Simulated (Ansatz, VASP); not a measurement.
**One calculation of CdF2, two programs**

File INCAR:

```
SYSTEM = CdF2
  PREC = Accurate
  ENCUT = 700
  EDIFF = 1E-6
  ISMEAR = 0
  SIGMA = 0.05
  LREAL = .FALSE.
  LASPH = .TRUE.
  NELM = 120
  ALGO = Normal
  ISIF = 2
  LWAVE = .FALSE.
  LCHARG = .FALSE.
  GGA = PS
  NBANDS = 24
  GGA_COMPAT = .FALSE.
```

File KPOINTS:

```
regular mesh
0
G
  8 8 8
  0 0 0
```

POSCAR

```
CdF2
1.0
    0.0000000000      2.5856032878      2.8015011623
    2.5856032878      0.0000000000      2.8015011623
    2.5856032878      2.5856032878      0.0000000000
Cd F
1 2
Direct
    0.0000000000      0.0000000000      0.0000000000
    0.2500000000      0.2500000000      0.2500000000
    0.7500000000      0.7500000000      0.7500000000
```

Input for Ansatz:

```yaml
crystal:
  lattice:
    - [0.0, 2.5856032878, 2.8015011623]
    - [2.5856032878, 0.0, 2.8015011623]
    - [2.5856032878, 2.5856032878, 0.0]
  atoms:
    - { symbol: Cd, position: [0.0, 0.0, 0.0] }
    - { symbol: F, position: [0.25, 0.25, 0.25] }
    - { symbol: F, position: [0.75, 0.75, 0.75] }
basis:
  ecutwfc: 520.0
kpoints:
  mp_grid: { grid: [8, 8, 8] }
hamiltonian:
  xc: pbesol
scf:
  occupations: { method: gaussian, width: 0.05 }
output:
  forces: true
  stress: true
  eigenvalues: true
```

Alike in both runs: task single point; functional PBEsol; k mesh 8 × 8 × 8; occupations gaussian, width 0.05 eV; no spin polarisation.

```csv
,VASP,Ansatz
version,VASP 6.6.1,Ansatz 0.2.0
potentials or method,"VASP PAW PBE potentials, release 64 (Cd_sv_GW, F), cutoff 700 eV","scalar-relativistic, plane waves, PAW"
valence electrons in the cell,34,34
```

|  | VASP | Ansatz | Ansatz less VASP |
| --- | --- | --- | --- |
| gap on the k mesh at the Fermi level (eV) | 2.92 | 2.93 | +0.013 |
| least direct gap on the mesh (eV) | 3.31 | 3.32 | +0.010 |
| pressure (GPa) | 4.4 | 4.7 | +0.37 |
| traceless stress, the component that is largest in VASP (GPa) | -6.07 | -6.08 | -0.008 |

VASP's potentials were made for PBE, not for PBEsol. With one functional, cell and mesh, what is left measures potentials, basis and numerics.
